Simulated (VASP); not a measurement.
**BaTiO3: single point with PBE**

BaTiO3:

```
CELL_PARAMETERS angstrom
2.90602 1.65299 2.35630
-2.90602 1.65299 2.35630
0.00000 -3.30599 2.35630
ATOMIC_POSITIONS crystal
Ba 0.00495 0.00495 0.00495
Ti 0.51919 0.51919 0.51919
O 0.48839 0.48839 0.97777
O 0.48839 0.97777 0.48839
O 0.97777 0.48839 0.48839
```

This cell differs from its parent crystal: strain +0.0150 x Voigt [1, 0, 0, 0, 0, 0].

- Program: VASP 6.6.1
- Task: single point
- Functional: PBE
- Potentials or basis: VASP PAW PBE potentials, release 64 (Ba_sv, Ti_sv, O)
- Cutoff: 520 eV
- k mesh: 6 × 6 × 6
- Occupations: gaussian, width 0.05 eV
- Spin: no spin polarisation

```
Pressure               : -0.8 GPa
Largest force          : 0.143 eV/Å
Band gap on the k mesh : 2.51 eV (least direct gap 3.05 eV)
```

Forces in eV/Å, atoms in the order of the input:
```
Ba   0.000  0.000 -0.032
Ti   0.000  0.077  0.069
O    0.000  0.017  0.021
O    0.131 -0.048 -0.029
O   -0.131 -0.048 -0.029
```

Stress tensor (GPa, compression positive):
```
-2.83  0.00  0.00
 0.00  0.20  0.15
 0.00  0.15  0.34
```

Levels at points of the mesh, in eV from the valence-band top:
| k point | band 18 | band 19 | band 20 | band 21 | band 22 | band 23 |
| --- | --- | --- | --- | --- | --- | --- |
| (0.00, 0.00, 0.00) | -0.68 | -0.59 | -0.54 | 2.51 | 2.55 | 2.68 |
| (0.50, 0.00, 0.00) | -1.50 | -1.06 | -0.88 | 2.68 | 3.61 | 3.76 |
| (0.50, 0.50, 0.00) | -0.95 | -0.92 | -0.10 | 3.69 | 3.73 | 4.00 |
| (0.00, 0.00, 0.50) | -1.53 | -1.00 | -0.94 | 2.67 | 3.65 | 3.82 |
| (0.50, 0.00, 0.50) | -0.91 | -0.84 | -0.09 | 3.69 | 3.75 | 4.05 |
| (0.50, 0.50, 0.50) | -0.05 | -0.04 | 0.00 | 4.04 | 4.25 | 4.30 |

Run time: 62 s on 1 thread of Intel(R) Xeon(R) 6975P-C (Granite Rapids), with other jobs on the host, peak memory 0.26 GiB.

Caveat: the cell differs from its parent crystal (strain +0.0150 x Voigt [1, 0, 0, 0, 0, 0]); spin-orbit coupling is left out, which moves the levels of the heavy elements. A k mesh can miss the band edges.
